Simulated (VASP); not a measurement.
Here is a VASP 6.6.1 calculation.

INCAR

```
SYSTEM = Ni
AGGAC = 1.0
AGGAX = 1.0
ALDAC = 0.0
ALDAX = 1.0
ALGO = Normal
EDIFF = 1E-7
ENCUT = 520
GGA = B5
ISIF = 2
ISMEAR = -1
ISPIN = 2
LASPH = .TRUE.
LCHARG = .FALSE.
LMAXMIX = 4
LORBIT = 11
LREAL = .FALSE.
LWAVE = .FALSE.
MAGMOM = 1
NBANDS = 15
NELM = 150
PREC = Accurate
SIGMA = 0.05
```

File KPOINTS:

```
k-points
0
G
  13 13 13
  0 0 0
```

POSCAR

```
Ni
1.0
    0.0000000000      1.7879378585      1.7879378585
    1.7879378585      0.0000000000      1.7879378585
    1.7879378585      1.7879378585      0.0000000000
Ni
1
Direct
    0.0000000000      0.0000000000      0.0000000000
```

Potentials or basis: VASP PAW PBE potentials, release 64 (Ni).

The run is started by

```bash
$ cat potpaw_PBE.64/Ni/POTCAR > POTCAR
$ mpirun -np 1 vasp_std > vasp.out
```

Task: Estimate the net moment.

Result: 0.62 μB per cell.

Task: Estimate the pressure.

Result: 0.3 GPa.

Task: Predict the site moments.

Result: Ni +0.63 μB.

Caveat: the PAW data sets were made with another functional, which shifts forces and pressure a little.
